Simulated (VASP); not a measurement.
Write the native input for VASP 6.6.1 that does the following.

```yaml
Task: single point
Functional: PBE
Potentials_or_basis: VASP PAW PBE potentials, release 64 (Sr_sv, Ti_sv, O)
Cutoff: 520 eV
k_mesh: 8 × 8 × 8
Occupations: gaussian, width 0.05 eV
Spin: no spin polarisation
Dipole_correction: no
Further_INCAR_settings: ALGO = Normal; EDIFF = 1e-06; NBANDS = 28
```

The structure of SrTiO3 lies in POSCAR:

```
SrTiO3
1.0
    3.9364094381      0.0000000000      0.0000000000
    0.0000000000      3.9364094381      0.0000000000
    0.0000000000      0.0000000000      3.9364094381
Sr Ti O
1 1 3
Direct
    0.0154081701      0.0000000000      0.0000000000
    0.5015019902      0.5000000000      0.5000000000
   -0.0294698483      0.5000000000      0.5000000000
    0.4702959083      0.0000000000      0.5000000000
    0.4702959083      0.5000000000      0.0000000000
```

This cell differs from its parent crystal: atoms displaced along several vibrational modes.

The input as run:

INCAR

```
SYSTEM = SrTiO3
PREC = Accurate
ENCUT = 520
EDIFF = 1E-6
ISMEAR = 0
SIGMA = 0.05
LREAL = .FALSE.
LASPH = .TRUE.
NELM = 80
ALGO = Normal
ISIF = 2
LWAVE = .FALSE.
LCHARG = .FALSE.
GGA = PE
NBANDS = 28
```

KPOINTS

```
Automatic mesh
0
G
  8 8 8
  0 0 0
```

Potentials or basis: VASP PAW PBE potentials, release 64 (Sr_sv, Ti_sv, O).

The run is started by

```console
$ cat potpaw_PBE.64/Sr_sv/POTCAR potpaw_PBE.64/Ti_sv/POTCAR potpaw_PBE.64/O/POTCAR > POTCAR
$ mpirun -np 1 vasp_std > vasp.out
```

Results of the run:

```
Pressure               : 2.0 GPa
Largest force          : 0.263 eV/Å
Band gap on the k mesh : 1.89 eV (least direct gap 2.39 eV)
```

Caveat: the cell differs from its parent crystal (atoms displaced along several vibrational modes).

Wall time 4.6 min on 1 thread of Intel Xeon 8259CL, on a shared host, peak memory 0.26 GiB.
